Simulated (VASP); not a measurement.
# Ba (Pm-3m) in VASP: notebook

The runs below take Ba through single point, relaxation of cell and atoms, with r2SCAN.

Program: VASP 6.6.1. These are calculated values, not measurements. Logs are shortened: lines on timing, memory, paths and dates and some standing lists are left out, and cuts for length are marked.

**1. The cell of the first run**

Symmetry: Pm-3m, No. 221, cubic system. The conventional cell has a = 3.909 Å, b = 3.909 Å, c = 3.909 Å, α = 90.00°, β = 90.00°, γ = 90.00°. Within 5.1 Å of Ba (site symmetry m-3m) lie 6 Ba at 3.91 Å.

**2. Single point, r2SCAN**

POSCAR reads:

```
Ba
1.0
    3.9086616050      0.0000000000      0.0000000000
    0.0000000000      3.9086616050      0.0000000000
    0.0000000000      0.0000000000      3.9086616050
Ba
1
Direct
    0.0000000000      0.0000000000      0.0000000000
```

INCAR.step1 reads:

```
ALGO = Normal ; EDIFF = 1E-4
ENCUT = 520 ; GGA = PE
ISMEAR = -1 ; LASPH = True
LCHARG = False ; LREAL = False
LWAVE = True ; NBANDS = 11
NELM = 100 ; PREC = Accurate
SIGMA = 0.1
```

INCAR.step2 reads:

```
ALGO = Normal ; EDIFF = 1E-6
ENCUT = 520 ; ISIF = 2
ISMEAR = -1 ; ISTART = 1
LASPH = True ; LCHARG = False
LMIXTAU = True ; LREAL = False
LWAVE = False ; METAGGA = R2SCAN
NBANDS = 11 ; NELM = 100
PREC = Accurate ; SIGMA = 0.1
```

KPOINTS reads:

```
k-points
0
Gamma
  13 13 13
```

Potentials or basis: VASP PAW PBE potentials, release 64 (Ba_sv).

Command:

```
cat potpaw_PBE.64/Ba_sv/POTCAR > POTCAR
cp INCAR.step1 INCAR
mpirun -np 1 vasp_std > vasp.out
cp INCAR.step2 INCAR
mpirun -np 1 vasp_std > vasp.out
```

OUTCAR:

```text
EDIFF = 1E-6
   ENCUT = 520
   ISIF = 2
   ISMEAR = -1
   ISTART = 1
   LASPH = True
   LREAL = False
   METAGGA = R2SCAN
   NELM = 100
   PREC = Accurate

 ion  position               nearest neighbor table
   1  0.000  0.000  0.000-

  LATTYP: Found a simple cubic cell.
 ALAT       =     3.9086616050

  Lattice vectors:

 A1 = (   3.9086616050,   0.0000000000,   0.0000000000)
 A2 = (   0.0000000000,   3.9086616050,   0.0000000000)
 A3 = (   0.0000000000,   0.0000000000,   3.9086616050)

Analysis of symmetry for initial positions (statically):
=====================================================================
 Subroutine PRICEL returns:
 Original cell was already a primitive cell.

 Routine SETGRP: Setting up the symmetry group for a
 simple cubic supercell.

 Subroutine GETGRP returns: Found 48 space group operations
 (whereof 48 operations were pure point group operations)
 out of a pool of 48 trial point group operations.

The static configuration has the point symmetry O_h .

Analysis of symmetry for dynamics (positions and initial velocities):
=====================================================================
 Subroutine PRICEL returns:
 Original cell was already a primitive cell.

 Routine SETGRP: Setting up the symmetry group for a
 simple cubic supercell.

 Subroutine GETGRP returns: Found 48 space group operations
 (whereof 48 operations were pure point group operations)
 out of a pool of 48 trial point group operations.

The dynamic configuration has the point symmetry O_h .

 Subroutine INISYM returns: Found 48 space group operations
 (whereof 48 operations are pure point group operations),
 and found     1 'primitive' translations

----------------------------------------------------------------------------------------

                                     Primitive cell

  volume of cell :      59.7151

  direct lattice vectors                    reciprocal lattice vectors
     3.908661605  0.000000000  0.000000000     0.255842051  0.000000000  0.000000000
     0.000000000  3.908661605  0.000000000     0.000000000  0.255842051  0.000000000
     0.000000000  0.000000000  3.908661605     0.000000000  0.000000000  0.255842051

  length of vectors
     3.908661605  3.908661605  3.908661605     0.255842051  0.255842051  0.255842051

  position of ions in fractional coordinates (direct lattice)
     0.000000000  0.000000000  0.000000000

  ion indices of the primitive-cell ions
   primitive index   ion index
                 1           1

----------------------------------------------------------------------------------------

 KPOINTS: k-points

Automatic generation of k-mesh.
 Grid dimensions read from file:
 generate k-points for:   13   13   13

 Generating k-lattice:

  Cartesian coordinates                     Fractional coordinates (reciprocal lattice)
     0.019680158  0.000000000  0.000000000     0.076923077  0.000000000  0.000000000
     0.000000000  0.019680158  0.000000000     0.000000000  0.076923077  0.000000000
     0.000000000  0.000000000  0.019680158     0.000000000  0.000000000  0.076923077

  Length of vectors
     0.019680158  0.019680158  0.019680158

  Shift w.r.t. Gamma in fractional coordinates (k-lattice)
     0.000000000  0.000000000  0.000000000

 Subroutine IBZKPT returns following result:
 ===========================================

 Found     84 irreducible k-points:

 Following reciprocal coordinates:
            Coordinates               Weight
  0.000000  0.000000  0.000000      1.000000
  0.076923  0.000000  0.000000      6.000000
  0.153846  0.000000  0.000000      6.000000
  0.230769  0.000000  0.000000      6.000000
  0.307692  0.000000  0.000000      6.000000
  0.384615  0.000000  0.000000      6.000000
[... 16 lines left out ...]
  0.307692  0.307692  0.000000     12.000000
  0.384615  0.307692  0.000000     24.000000
 [... further k-points ...]
   k-points           NKPTS =     84   k-points in BZ     NKDIM =     84   number of bands    NBANDS=     11
   number of dos      NEDOS =    301   number of ions     NIONS =      1
   total plane-waves  NPLWV =  27000
   dimension x,y,z NGX =    30 NGY =   30 NGZ =   30
   dimension x,y,z NGXF=    60 NGYF=   60 NGZF=   60
   ions per type =               1
   NGX,Y,Z   is equivalent  to a cutoff of  12.76, 12.76, 12.76 a.u.
   NGXF,Y,Z  is equivalent  to a cutoff of  25.52, 25.52, 25.52 a.u.
 SYSTEM =  unknown system
   PREC   = accura    normal or accurate (medium, high low for compatibility)
   ISTART =      1    job   : 0-new  1-cont  2-samecut
   ICHARG =      0    charge: 1-file 2-atom 10-const
   ISPIN  =      1    spin polarized calculation?
   LNONCOLLINEAR =      F non collinear calculations
   LSORBIT =      F    spin-orbit coupling
   LASPH  =      T    aspherical Exc in radial PAW
   ENCUT  =  520.0 eV  38.22 Ry    6.18 a.u.   7.27  7.27  7.27*2*pi/ulx,y,z
   NELM   =    100;   NELMIN=  2; NELMDL=  0     # of ELM steps
   EDIFF  = 0.1E-05   stopping-criterion for ELM
   LREAL  =      F    real-space projection
   EDIFFG = 0.1E-04   stopping-criterion for IOM
   NSW    =      0    number of steps for IOM
   IBRION =     -1    ionic relax: 0-MD 1-quasi-New 2-CG
   NFREE  =      0    steps in history (QN), initial steepest desc. (CG)
   ISIF   =      2    stress and relaxation
   ISYM   =      2    0-nonsym 1-usesym 2-fastsym
   POTIM  = 0.5000    time-step for ionic-motion
   TEBEG  =    0.0;   TEEND  =   0.0 temperature during run
   PSTRESS=    0.0 pullay stress
   NELECT =      10.0000    total number of electrons
   NUPDOWN=      -1.0000    fix difference up-down
   EMIN   =  10.00;   EMAX   =-10.00  energy-range for DOS
   EFERMI =   0.00;   METHOD = LEGACY
   ISMEAR =    -1;   SIGMA  =   0.10  broadening in eV -4-tet -1-fermi 0-gaus
   EFERMI_NEDOS =   21; number of points for ismear=-14 and -15
   IALGO  =     38    algorithm
   IMIX   =      4    mixing-type and parameters
     AMIX     =   0.40;   BMIX     =  1.00
     AMIX_MAG =   1.60;   BMIX_MAG =  1.00
  volume/ion in A,a.u.               =      59.72       402.98
  Fermi-wavevector in a.u.,A,eV,Ry     =   0.902361  1.705214 11.078605  0.814255
  Thomas-Fermi vector in A             =   2.025555
   LORBIT       =      0    0 simple, 1 ext, 2 COOP (PROOUT), +10 PAW based schemes
   METAGGA = R2SCAN    functional components
   LHFCALC =     F    Hartree Fock is set to
   AEXX    =    0.0000 exact exchange contribution
   IVDW    =     0    specifies the selected vdW correction
   LEPSILON=     F    determine dielectric tensor
   LRPA    =     F    only Hartree local field effects (RPA)
 non-spin polarized calculation
  energy-cutoff  :      520.00
  volume of cell :       59.72
 maximum number of plane-waves:      1624
 NGX is ok and might be reduce to    30
   NGX = 15   NGY = 15   NGZ = 15

 number of electron      10.0000001 magnetization

 Free energy of the ion-electron system (eV)
  ---------------------------------------------------
  ext. energy  EPLUGINS =         0.00000000
  ---------------------------------------------------
  free energy    TOTEN  =       -26.19112665 eV

  energy without entropy =      -26.16824986  energy(sigma->0) =      -26.17968825

 E-fermi :   1.8792     XC(G=0):  -7.9937

 val. band max:        1.8315517643   @ k =   0.4615   0.4615   0.4615
 cond. band min:       2.0031307608   @ k =   0.4615   0.4615   0.3846
 fundamental gap:      0.1715789965
 Fermi energy:         1.8791987532

 k-point     1 :       0.0000    0.0000    0.0000
  band No.  band energies     occupation
      1     -28.3658      2.00000
      2     -12.7612      2.00000
      3     -12.7612      2.00000
      4     -12.7612      2.00000
      5      -0.8359      2.00000
      6       2.0336      0.35184
      7       2.0336      0.35184
      8       7.1243      0.00000
      9       7.1243      0.00000
     10       7.1243      0.00000
     11      10.1197      0.00000

 k-point     2 :       0.0769    0.0000    0.0000
  band No.  band energies     occupation
      1     -28.3618      2.00000
      2     -12.8105      2.00000
      3     -12.7569      2.00000
      4     -12.7569      2.00000
      5      -0.7388      2.00000
      6       2.0649      0.27009
      7       2.1314      0.14860
      8       6.8707      0.00000
      9       6.8707      0.00000
     10       7.1394      0.00000
     11       9.6737      0.00000

 k-point     3 :       0.1538    0.0000    0.0000
  band No.  band energies     occupation
      1     -28.3509      2.00000
      2     -12.9438      2.00000
      3     -12.7451      2.00000
      4     -12.7451      2.00000
      5      -0.4682      2.00000
      6       2.1546      0.11974
      7       2.4010      0.01077
      8       6.3264      0.00000
      9       6.3264      0.00000
     10       7.1817      0.00000
     11       8.8589      0.00000

 k-point     4 :       0.2308    0.0000    0.0000
  band No.  band energies     occupation
      1     -28.3354      2.00000
      2     -13.1244      2.00000
      3     -12.7284      2.00000
      4     -12.7284      2.00000
      5      -0.0730      2.00000
      6       2.2894      0.03255
      7       2.7465      0.00034
      8       5.7525      0.00000
      9       5.7525      0.00000
     10       7.2430      0.00000
     11       8.1968      0.00000
[... 239 lines left out ...]
 k-point    22 :       0.4615    0.2308    0.0000
  band No.  band energies     occupation
      1     -28.2678      2.00000
      2     -13.4810      2.00000
      3     -13.0269      2.00000
      4     -12.6563      2.00000
      5       1.5619      1.91960
      6       2.1400      0.13731
      7       3.6429      0.00000
      8       4.9692      0.00000
      9       5.0331      0.00000
     10       6.2470      0.00000
     11       8.9117      0.00000

 k-point    23 :       0.3077    0.3077    0.0000
  band No.  band energies     occupation
      1     -28.2730      2.00000
      2     -13.2463      2.00000
      3     -13.2214      2.00000
      4     -12.6619      2.00000
      5       1.1465      1.99869
      6       2.3920      0.01178
      7       4.2133      0.00000
      8       4.5190      0.00000
      9       5.4759      0.00000
     10       5.7581      0.00000
     11       8.6799      0.00000

 k-point    24 :       0.3846    0.3077    0.0000
  band No.  band energies     occupation
      1     -28.2595      2.00000
      2     -13.3749      2.00000
      3     -13.2115      2.00000
      4     -12.6477      2.00000
      5       1.2050      1.99764
      6       2.3743      0.01406
      7       4.3605      0.00000
      8       4.9420      0.00000
      9       5.2597      0.00000
     10       5.7459      0.00000
     11       8.5979      0.00000

 [... further k-points ...]

------------------------ aborting loop because EDIFF is reached ----------------------------------------

  FORCE on cell =-STRESS in cart. coord.  units (eV):
  Direction    XX          YY          ZZ          XY          YZ          ZX
  --------------------------------------------------------------------------------------
  -------------------------------------------------------------------------------------
  Total        0.0648166      0.0648166      0.0648166      0.0000000     -0.0000000      0.0000000
  in kB        1.7390513      1.7390513      1.7390513      0.0000000     -0.0000000      0.0000000
  external PRESSURE =       1.7390513 kB  Pullay stress =       0.0000000 kB

 VOLUME and BASIS-vectors are now :
 -----------------------------------------------------------------------------
  energy-cutoff  :      520.00
  volume of cell :       59.72
      direct lattice vectors                 reciprocal lattice vectors
     3.908661605  0.000000000  0.000000000     0.255842051  0.000000000  0.000000000
     0.000000000  3.908661605  0.000000000     0.000000000  0.255842051  0.000000000
     0.000000000  0.000000000  3.908661605     0.000000000  0.000000000  0.255842051

 POSITION                                       TOTAL-FORCE (eV/Angst)
 -----------------------------------------------------------------------------------
      0.00000      0.00000      0.00000         0.000000      0.000000      0.000000
 -----------------------------------------------------------------------------------
    total drift:                                0.000000      0.000000     -0.000000

  FREE ENERGIE OF THE ION-ELECTRON SYSTEM (eV)
  ---------------------------------------------------
  free  energy   TOTEN  =       -26.1911266520 eV

  energy  without entropy=      -26.1682498576  energy(sigma->0) =      -26.17968825
```

It took 68 s on 1 thread of Intel Xeon 6975P-C (Granite Rapids), shared host; peak memory 0.2 GiB.

What came out:

```yaml
Free_energy: -26.1911 eV
Pressure: 0.2 GPa
```

Caveat: the PAW data sets were made with another functional, which shifts forces and pressure a little; spin-orbit coupling is left out, which moves the levels of the heavy elements.

**3. Relaxation of cell and atoms, r2SCAN**

This run uses another cell than the first one, of 67.50 Å³/atom, 1.130 times its volume.

POSCAR reads:

```
Ba
1.0
    4.0716264249      0.0000000000      0.0000000000
    0.0000000000      4.0716264249      0.0000000000
    0.0000000000      0.0000000000      4.0716264249
Ba
1
Direct
    0.0000000000      0.0000000000      0.0000000000
```

INCAR.step1 reads:

```
PREC = Accurate ; ENCUT = 600
ISMEAR = -1 ; SIGMA = 0.1
LREAL = F ; LASPH = T
NELM = 100 ; GGA = PE
ALGO = Normal ; EDIFF = 1E-4
LWAVE = T ; LCHARG = F
```

INCAR.step2 reads:

```
PREC = Accurate ; ENCUT = 600
EDIFF = 1E-6 ; ISMEAR = -1
SIGMA = 0.1 ; LREAL = F
LASPH = T ; NELM = 100
ALGO = Normal ; ISIF = 3
LWAVE = F ; LCHARG = F
METAGGA = R2SCAN ; LMIXTAU = T
IBRION = 2 ; NSW = 80
EDIFFG = -0.01 ; ISTART = 1
```

KPOINTS reads:

```
Automatic mesh
0
Gamma
  8 8 8
```

Potentials or basis: VASP PAW PBE potentials, release 64 (Ba_sv).

Command:

```
cat potpaw_PBE.64/Ba_sv/POTCAR > POTCAR
cp INCAR.step1 INCAR
mpirun -np 1 vasp_std > vasp.out
cp INCAR.step2 INCAR
mpirun -np 1 vasp_std > vasp.out
```

It took 2.4 min on 1 thread of Intel Xeon 6975P-C (Granite Rapids), shared host; peak memory 0.23 GiB.

It converged, with:

```yaml
Free_energy: -26.1905 eV
Relaxed_volume: 60.86 Å³/atom
Relaxed_cell: a = 3.934 Å, b = 3.934 Å, c = 3.934 Å, α = 90.00°, β = 90.00°, γ = 90.00°
Space_group_after_relaxing_to_0.05_Å: Pm-3m (No. 221)
Energy_gained_by_relaxing: 14.4 meV/atom
Ionic_steps: 4
Pressure_after_relaxing: 0.0 GPa
Band_gap_on_the_k_mesh: zero (band 5 reaches 1.84 eV, above the bottom of band 6 at 1.73 eV)
```

Step by step:
| step | energy change (eV) | largest force (eV/Å) | pressure (GPa) | volume (Å³) |
| --- | --- | --- | --- | --- |
| 1 | 0.0000 | 0.0000 | -0.65 | 67.50 |
| 2 | -0.0089 | 0.0000 | -0.43 | 64.86 |
| 3 | -0.0143 | 0.0000 | -0.08 | 61.57 |
| 4 | -0.0144 | 0.0000 | 0.02 | 60.86 |

Final structure:
```xyz
1
Lattice="3.9335 0.0000 0.0000 0.0000 3.9335 0.0000 0.0000 0.0000 3.9335" Properties=species:S:1:pos:R:3 pbc="T T T"
Ba    0.0000    0.0000    0.0000
```

Levels at points of the mesh, in eV from the Fermi level:
```tsv
k point	band 3	band 4	band 5	band 6	band 7	band 8
(0.00, 0.00, 0.00)	-14.70	-14.70	-2.73	0.15	0.15	5.14
(0.50, 0.00, 0.00)	-14.62	-14.62	-0.59	0.68	0.79	2.79
(0.50, 0.50, 0.00)	-15.32	-14.56	-1.17	0.94	3.34	3.34
(0.50, 0.50, 0.50)	-15.22	-15.22	-0.10	-0.10	-0.10	4.00
```

Caveat: the PAW data sets were made with another functional, which shifts forces and pressure a little; spin-orbit coupling is left out, which moves the levels of the heavy elements.

[end of part 1 of 2]
